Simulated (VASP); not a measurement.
Runs of VASP 6.6.1 on O. The structure is that of space group Im-3m (No. 229), or close to it. The cells are those of the table. 

```csv
task,cell,k mesh for the DOS,occupations for the DOS,gap on the mesh (eV),pressure (GPa)
single point,"a = 1.804 Å, angles 109.5°, 1 atom",-,-,none,279.2
single point,"a = 1.717 Å, angles 109.5°, 1 atom",-,-,none,(a)
single point,"a = 2.072 Å, angles 109.5°, 1 atom",-,-,none,25.5
single point,"a = 1.991 Å, angles 109.5°, 1 atom",-,-,none,(b)
single point,"a = 1.902 Å, angles 109.5°, 1 atom",-,-,none,140.3
```

Alike in all rows: level PBE; potentials or basis VASP PAW PBE potentials, release 64 (O); no spin polarisation; k mesh 19 × 19 × 19; cutoff (eV) 520; smearing fermi-dirac 0.08 eV.

**Question.** Fill in the values left out.

**Answer.** (a) 481.5; (b) 66.3.

A gap of «none» marks levels without a gap at the run's occupations.
